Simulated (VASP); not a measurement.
# YHg (Pm-3m) in VASP: notebook, part 2 of 3

VASP 6.6.1. The steps go on from the part before.

### 4 Electric field gradients, LDA (volume scaled by 1.04)

INCAR reads:

```
PREC = Accurate
ENCUT = 520
EDIFF = 1E-8
ISMEAR = -1
SIGMA = 0.08
LREAL = F
LASPH = T
NELM = 60
ALGO = Normal
ISIF = 2
LWAVE = F
LCHARG = F
LEFG = T
NBANDS = 18
```

KPOINTS reads:

```
regular mesh
0
Gamma
  11 11 11
```

POSCAR reads:

```
YHg
1.0
    3.7304529249      0.0000000000      0.0000000000
    0.0000000000      3.7304529249      0.0000000000
    0.0000000000      0.0000000000      3.7304529249
Y Hg
1 1
Direct
    0.5000000000      0.5000000000      0.5000000000
    0.0000000000      0.0000000000      0.0000000000
```

Potentials or basis: VASP PAW LDA potentials, release 64 (Y_sv, Hg).

Run with:

```
$ cat potpaw_LDA.64/Y_sv/POTCAR potpaw_LDA.64/Hg/POTCAR > POTCAR
$ mpirun -np 1 vasp_std > vasp.out
```

OUTCAR:

```text
PREC = Accurate
   ENCUT = 520
   EDIFF = 1E-8
   ISMEAR = -1
   LREAL = F
   LASPH = T
   NELM = 60
   ISIF = 2

 ion  position               nearest neighbor table
   1  0.500  0.500  0.500-   2 3.23   2 3.23   2 3.23   2 3.23   2 3.23   2 3.23   2 3.23   2 3.23

   2  0.000  0.000  0.000-   1 3.23   1 3.23   1 3.23   1 3.23   1 3.23   1 3.23   1 3.23   1 3.23

  LATTYP: Found a simple cubic cell.
 ALAT       =     3.7304529249

  Lattice vectors:

 A1 = (   3.7304529249,   0.0000000000,   0.0000000000)
 A2 = (   0.0000000000,   3.7304529249,   0.0000000000)
 A3 = (   0.0000000000,   0.0000000000,   3.7304529249)

Analysis of symmetry for initial positions (statically):
=====================================================================
 Subroutine PRICEL returns:
 Original cell was already a primitive cell.

 Routine SETGRP: Setting up the symmetry group for a
 simple cubic supercell.

 Subroutine GETGRP returns: Found 48 space group operations
 (whereof 48 operations were pure point group operations)
 out of a pool of 48 trial point group operations.

The static configuration has the point symmetry O_h .

Analysis of symmetry for dynamics (positions and initial velocities):
=====================================================================
 Subroutine PRICEL returns:
 Original cell was already a primitive cell.

 Routine SETGRP: Setting up the symmetry group for a
 simple cubic supercell.

 Subroutine GETGRP returns: Found 48 space group operations
 (whereof 48 operations were pure point group operations)
 out of a pool of 48 trial point group operations.
[... 157 lines left out ...]
  band No.  band energies     occupation
      1     -39.4494      2.00000
      2     -19.4515      2.00000
      3     -19.4515      2.00000
      4     -19.4515      2.00000
      5      -4.2249      2.00000
      6      -4.0533      2.00000
[... 481 lines left out ...]
      5      -3.9214      2.00000
      6      -3.8042      2.00000
[... 10 lines left out ...]
     17       9.8254      0.00000
     18      10.7584      0.00000

 [... further k-points ...]

------------------------ aborting loop because EDIFF is reached ----------------------------------------

  FORCE on cell =-STRESS in cart. coord.  units (eV):
  Direction    XX          YY          ZZ          XY          YZ          ZX
  --------------------------------------------------------------------------------------
  -------------------------------------------------------------------------------------
  Total       -1.8238273     -1.8238273     -1.8238273      0.0000000     -0.0000000      0.0000000
  in kB      -56.2871952    -56.2871952    -56.2871952      0.0000000     -0.0000000      0.0000000
  external PRESSURE =     -56.2871952 kB  Pullay stress =       0.0000000 kB

 VOLUME and BASIS-vectors are now :
 -----------------------------------------------------------------------------
  energy-cutoff  :      520.00
  volume of cell :       51.91
      direct lattice vectors                 reciprocal lattice vectors
     3.730452925  0.000000000  0.000000000     0.268063964  0.000000000  0.000000000
     0.000000000  3.730452925  0.000000000     0.000000000  0.268063964  0.000000000
     0.000000000  0.000000000  3.730452925     0.000000000  0.000000000  0.268063964

 POSITION                                       TOTAL-FORCE (eV/Angst)
 -----------------------------------------------------------------------------------
      1.86523      1.86523      1.86523         0.000000      0.000000      0.000000
      0.00000      0.00000      0.00000         0.000000      0.000000      0.000000
 -----------------------------------------------------------------------------------
    total drift:                               -0.000000      0.000000      0.000000

  FREE ENERGIE OF THE ION-ELECTRON SYSTEM (eV)
  ---------------------------------------------------
  free  energy   TOTEN  =        -9.1501766543 eV

  energy  without entropy=       -9.1053752914  energy(sigma->0) =       -9.12777597

 Electric field gradients (V/A^2)
---------------------------------------------------------------------
 ion       V_xx      V_yy      V_zz      V_xy      V_xz      V_yz
---------------------------------------------------------------------
   1      -0.000     0.000    -0.000    -0.000    -0.000     0.000
   2       0.000     0.000    -0.000    -0.000     0.000    -0.000
---------------------------------------------------------------------

 Electric field gradients after diagonalization (V/A^2)
 (convention: |V_zz| > |V_xx| > |V_yy|)
----------------------------------------------------------------------
 ion       V_xx      V_yy      V_zz     asymmetry (V_yy - V_xx)/ V_zz
----------------------------------------------------------------------
   1      -0.000    -0.000     0.000       0.331
   2       0.000     0.000    -0.000       0.114
----------------------------------------------------------------------

           NMR quadrupolar parameters

 Cq : quadrupolar parameter    Cq=e*Q*V_zz/h
 eta: asymmetry parameters     (V_yy - V_xx)/ V_zz
 Q  : nuclear electric quadrupole moment in mb (millibarn)
----------------------------------------------------------------------
 ion       Cq(MHz)       eta       Q (mb)
----------------------------------------------------------------------
   1       0.000       0.331       1.000
   2      -0.000       0.114       1.000
----------------------------------------------------------------------
```

stdout:

```text
POSCAR found type information on POSCAR Y Hg
 POSCAR found :  2 types and       2 ions
 scaLAPACK will be used
 LDA part: xc-table for (Slater(with rela. corr.)+CA(PZ))
 , standard interpolation
 POSCAR, INCAR and KPOINTS ok, starting setup
 FFT: planning ... GRIDC
 FFT: planning ... GRID_SOFT
 FFT: planning ... GRID
 WAVECAR not read
 entering main loop
ion   1

ion   2
```

Run time: 16 s. Hardware: 1 thread of Intel Xeon 6975P-C (Granite Rapids), shared host; peak memory 0.19 GiB.

Results:

```yaml
Free_energy: -9.1502 eV
Pressure: -5.6 GPa
```

Caveat: without QUAD_EFG the Cq values of the log hold for a quadrupole moment of 1 mb, not for the nuclei; spin-orbit coupling is left out, which moves the levels of the heavy elements.

### 5 Electric field gradients, LDA (volume scaled by 1.04)

INCAR reads:

```
PREC = Accurate
ENCUT = 520
EDIFF = 1E-8
ISMEAR = -1
SIGMA = 0.08
LREAL = False
LASPH = True
NELM = 80
ALGO = Normal
ISIF = 2
LWAVE = False
LCHARG = False
GGA = CA
LEFG = True
NBANDS = 18
```

KPOINTS is that of step 4.

POSCAR is that of step 4.

Potentials or basis: VASP PAW LDA potentials, release 64 (Y_sv, Hg).

Run with:

```
$ cat potpaw_LDA.64/Y_sv/POTCAR potpaw_LDA.64/Hg/POTCAR > POTCAR
$ mpirun -np 1 vasp_std > vasp.out
```

OUTCAR:

```text
PREC = Accurate
   ENCUT = 520
   EDIFF = 1E-8
   ISMEAR = -1
   LREAL = False
   LASPH = True
   NELM = 80
   ISIF = 2
   GGA = CA

 ion  position               nearest neighbor table
   1  0.500  0.500  0.500-   2 3.23   2 3.23   2 3.23   2 3.23   2 3.23   2 3.23   2 3.23   2 3.23

   2  0.000  0.000  0.000-   1 3.23   1 3.23   1 3.23   1 3.23   1 3.23   1 3.23   1 3.23   1 3.23

  LATTYP: Found a simple cubic cell.
 ALAT       =     3.7304529249

  Lattice vectors:

 A1 = (   3.7304529249,   0.0000000000,   0.0000000000)
 A2 = (   0.0000000000,   3.7304529249,   0.0000000000)
 A3 = (   0.0000000000,   0.0000000000,   3.7304529249)

Analysis of symmetry for initial positions (statically):
=====================================================================
 Subroutine PRICEL returns:
 Original cell was already a primitive cell.

 Routine SETGRP: Setting up the symmetry group for a
 simple cubic supercell.

 Subroutine GETGRP returns: Found 48 space group operations
 (whereof 48 operations were pure point group operations)
 out of a pool of 48 trial point group operations.

The static configuration has the point symmetry O_h .

Analysis of symmetry for dynamics (positions and initial velocities):
=====================================================================
 Subroutine PRICEL returns:
 Original cell was already a primitive cell.

 Routine SETGRP: Setting up the symmetry group for a
 simple cubic supercell.

 Subroutine GETGRP returns: Found 48 space group operations
 (whereof 48 operations were pure point group operations)
[... 156 lines left out ...]

 k-point     1 :       0.0000    0.0000    0.0000
  band No.  band energies     occupation
      1     -39.4494      2.00000
      2     -19.4515      2.00000
      3     -19.4515      2.00000
      4     -19.4515      2.00000
      5      -4.2249      2.00000
      6      -4.0533      2.00000
[... 481 lines left out ...]
      5      -3.9214      2.00000
      6      -3.8042      2.00000
[... 10 lines left out ...]
     17       9.8254      0.00000
     18      10.7584      0.00000

 [... further k-points ...]

------------------------ aborting loop because EDIFF is reached ----------------------------------------

  FORCE on cell =-STRESS in cart. coord.  units (eV):
  Direction    XX          YY          ZZ          XY          YZ          ZX
  --------------------------------------------------------------------------------------
  -------------------------------------------------------------------------------------
  Total       -1.8238273     -1.8238273     -1.8238273      0.0000000     -0.0000000      0.0000000
  in kB      -56.2871952    -56.2871952    -56.2871952      0.0000000     -0.0000000      0.0000000
  external PRESSURE =     -56.2871952 kB  Pullay stress =       0.0000000 kB

 VOLUME and BASIS-vectors are now :
 -----------------------------------------------------------------------------
  energy-cutoff  :      520.00
  volume of cell :       51.91
      direct lattice vectors                 reciprocal lattice vectors
     3.730452925  0.000000000  0.000000000     0.268063964  0.000000000  0.000000000
     0.000000000  3.730452925  0.000000000     0.000000000  0.268063964  0.000000000
     0.000000000  0.000000000  3.730452925     0.000000000  0.000000000  0.268063964

 POSITION                                       TOTAL-FORCE (eV/Angst)
 -----------------------------------------------------------------------------------
      1.86523      1.86523      1.86523         0.000000      0.000000      0.000000
      0.00000      0.00000      0.00000         0.000000      0.000000      0.000000
 -----------------------------------------------------------------------------------
    total drift:                               -0.000000      0.000000      0.000000

  FREE ENERGIE OF THE ION-ELECTRON SYSTEM (eV)
  ---------------------------------------------------
  free  energy   TOTEN  =        -9.1501766543 eV

  energy  without entropy=       -9.1053752914  energy(sigma->0) =       -9.12777597

 Electric field gradients (V/A^2)
---------------------------------------------------------------------
 ion       V_xx      V_yy      V_zz      V_xy      V_xz      V_yz
---------------------------------------------------------------------
   1      -0.000     0.000    -0.000    -0.000    -0.000     0.000
   2       0.000     0.000    -0.000    -0.000     0.000    -0.000
---------------------------------------------------------------------

 Electric field gradients after diagonalization (V/A^2)
 (convention: |V_zz| > |V_xx| > |V_yy|)
----------------------------------------------------------------------
 ion       V_xx      V_yy      V_zz     asymmetry (V_yy - V_xx)/ V_zz
----------------------------------------------------------------------
   1      -0.000    -0.000     0.000       0.331
   2       0.000     0.000    -0.000       0.114
----------------------------------------------------------------------

           NMR quadrupolar parameters

 Cq : quadrupolar parameter    Cq=e*Q*V_zz/h
 eta: asymmetry parameters     (V_yy - V_xx)/ V_zz
 Q  : nuclear electric quadrupole moment in mb (millibarn)
----------------------------------------------------------------------
 ion       Cq(MHz)       eta       Q (mb)
----------------------------------------------------------------------
   1       0.000       0.331       1.000
   2      -0.000       0.114       1.000
----------------------------------------------------------------------
```

stdout:

```text
POSCAR found type information on POSCAR Y Hg
 POSCAR found :  2 types and       2 ions
 scaLAPACK will be used
 LDA part: xc-table for (Slater(with rela. corr.)+CA(PZ))
 , standard interpolation
 POSCAR, INCAR and KPOINTS ok, starting setup
 FFT: planning ... GRIDC
 FFT: planning ... GRID_SOFT
 FFT: planning ... GRID
 WAVECAR not read
 entering main loop
ion   1

ion   2
```

It took 17 s on 1 thread of Intel Xeon 6975P-C (Granite Rapids), shared host; peak memory 0.19 GiB.

Results:

| Property | Result |
| --- | --- |
| Free energy | -9.1502 eV |
| Pressure | -5.6 GPa |

Caveat: without QUAD_EFG the Cq values of the log hold for a quadrupole moment of 1 mb, not for the nuclei; spin-orbit coupling is left out, which moves the levels of the heavy elements.

### 6 Electric field gradients, LDA (volume scaled by 1.06)

INCAR reads:

```
SYSTEM = YHg
PREC = Accurate
ENCUT = 520
EDIFF = 1E-8
ISMEAR = -1
SIGMA = 0.08
LREAL = .FALSE.
LASPH = .TRUE.
NELM = 100
ALGO = Normal
ISIF = 2
LWAVE = .FALSE.
LCHARG = .FALSE.
LEFG = .TRUE.
NBANDS = 18
```

KPOINTS reads:

```
regular mesh
0
G
  11 11 11
  0 0 0
```

POSCAR reads:

```
YHg
1.0
    3.7542144122      0.0000000000      0.0000000000
    0.0000000000      3.7542144122      0.0000000000
    0.0000000000      0.0000000000      3.7542144122
Y Hg
1 1
Direct
    0.5000000000      0.5000000000      0.5000000000
    0.0000000000      0.0000000000      0.0000000000
```

Potentials or basis: VASP PAW LDA potentials, release 64 (Y_sv, Hg).

Run with:

```
$ cat potpaw_LDA.64/Y_sv/POTCAR potpaw_LDA.64/Hg/POTCAR > POTCAR
$ mpirun -np 1 vasp_std > vasp.out
```

OUTCAR:

```text
SYSTEM = YHg
   PREC = Accurate
   ENCUT = 520
   EDIFF = 1E-8
   ISMEAR = -1
   LREAL = .FALSE.
   LASPH = .TRUE.
   NELM = 100
   ISIF = 2

 ion  position               nearest neighbor table
   1  0.500  0.500  0.500-   2 3.25   2 3.25   2 3.25   2 3.25   2 3.25   2 3.25   2 3.25   2 3.25

   2  0.000  0.000  0.000-   1 3.25   1 3.25   1 3.25   1 3.25   1 3.25   1 3.25   1 3.25   1 3.25

  LATTYP: Found a simple cubic cell.
 ALAT       =     3.7542144122

  Lattice vectors:

 A1 = (   3.7542144122,   0.0000000000,   0.0000000000)
 A2 = (   0.0000000000,   3.7542144122,   0.0000000000)
 A3 = (   0.0000000000,   0.0000000000,   3.7542144122)

Analysis of symmetry for initial positions (statically):
=====================================================================
 Subroutine PRICEL returns:
 Original cell was already a primitive cell.

 Routine SETGRP: Setting up the symmetry group for a
 simple cubic supercell.

[... 692 lines left out ...]
  volume of cell :       52.91
      direct lattice vectors                 reciprocal lattice vectors
     3.754214412  0.000000000  0.000000000     0.266367312  0.000000000  0.000000000
     0.000000000  3.754214412  0.000000000     0.000000000  0.266367312  0.000000000
     0.000000000  0.000000000  3.754214412     0.000000000  0.000000000  0.266367312

 POSITION                                       TOTAL-FORCE (eV/Angst)
 -----------------------------------------------------------------------------------
      1.87711      1.87711      1.87711         0.000000      0.000000      0.000000
      0.00000      0.00000      0.00000         0.000000      0.000000      0.000000
 -----------------------------------------------------------------------------------
    total drift:                               -0.000000      0.000000      0.000000

  FREE ENERGIE OF THE ION-ELECTRON SYSTEM (eV)
  ---------------------------------------------------
  free  energy   TOTEN  =        -9.1122913647 eV

  energy  without entropy=       -9.0676534275  energy(sigma->0) =       -9.08997240

 Electric field gradients (V/A^2)
---------------------------------------------------------------------
 ion       V_xx      V_yy      V_zz      V_xy      V_xz      V_yz
---------------------------------------------------------------------
   1       0.000     0.000    -0.000     0.000    -0.000    -0.000
   2       0.000     0.000     0.000     0.000    -0.000     0.000
---------------------------------------------------------------------

 Electric field gradients after diagonalization (V/A^2)
 (convention: |V_zz| > |V_xx| > |V_yy|)
----------------------------------------------------------------------
 ion       V_xx      V_yy      V_zz     asymmetry (V_yy - V_xx)/ V_zz
----------------------------------------------------------------------
   1       0.000     0.000    -0.000       0.209
   2       0.000     0.000     0.000      -0.322
----------------------------------------------------------------------

           NMR quadrupolar parameters

 Cq : quadrupolar parameter    Cq=e*Q*V_zz/h
 eta: asymmetry parameters     (V_yy - V_xx)/ V_zz
 Q  : nuclear electric quadrupole moment in mb (millibarn)
----------------------------------------------------------------------
 ion       Cq(MHz)       eta       Q (mb)
----------------------------------------------------------------------
   1      -0.000       0.209       1.000
   2       0.000      -0.322       1.000
----------------------------------------------------------------------
```

Wall time 17 s (1 thread of Intel Xeon 6975P-C (Granite Rapids), shared host); peak memory 0.19 GiB.

Results:

* Free energy: -9.1123 eV
* Pressure: -6.6 GPa

Levels at points of the mesh, in eV from the Fermi level:
| k point | band 8 | band 9 | band 10 | band 11 | band 12 | band 13 | band 14 | band 15 |
| --- | --- | --- | --- | --- | --- | --- | --- | --- |
| (0.00, 0.00, 0.00) | -7.07 | -7.07 | -7.07 | 0.24 | 0.24 | 3.54 | 3.54 | 3.54 |

Caveat: without QUAD_EFG the Cq values of the log hold for a quadrupole moment of 1 mb, not for the nuclei; spin-orbit coupling is left out, which moves the levels of the heavy elements.

[end of part 2 of 3]
